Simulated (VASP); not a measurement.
Here is a VASP 6.6.1 calculation.

Contents of INCAR:

```
SYSTEM = Ti
  PREC = Accurate
  ENCUT = 500
  EDIFF = 1E-6
  ISMEAR = 0
  SIGMA = 0.15
  LREAL = .False.
  LASPH = .True.
  NELM = 120
  ALGO = Normal
  ISIF = 2
  LWAVE = .False.
  LCHARG = .True.
  GGA = PE
  LELF = .True.
  LVHAR = .True.
  NBANDS = 25
  GGA_COMPAT = .False.
```

Contents of KPOINTS:

```
Automatic mesh
0
Gamma
  12 12 14
  0 0 0
```

Contents of POSCAR:

```
Ti
1.0
    4.5790987804      0.0000000000      0.0000000000
   -2.2895493902      3.9656158702      0.0000000000
    0.0000000000      0.0000000000      2.8317615649
Ti
3
Direct
   -0.0493546898      0.0000000000      0.0000000000
    0.3580106782      0.6666666667      0.4237223915
    0.6913440116      0.3333333333      0.5762776085
```

Potentials or basis: VASP PAW PBE potentials, release 64 (Ti_sv).

The run is started by

```console
$ cat potpaw_PBE.64/Ti_sv/POTCAR > POTCAR
$ mpirun -np 1 vasp_std > vasp.out
```

(1) What does it give for the pressure?

(2) What does it give for the largest force?

(3) Predict the band gap on the k mesh.

Answers

(1) 2.8 GPa.

(2) 1.385 eV/Å.

(3) zero (bands 18 and 19 overlap by 0.31 eV).

Caveat: the cell differs from its parent crystal (atoms displaced along several vibrational modes); forces of over 1 eV/Å act on the atoms, so gaps and moduli don't describe the material at rest.
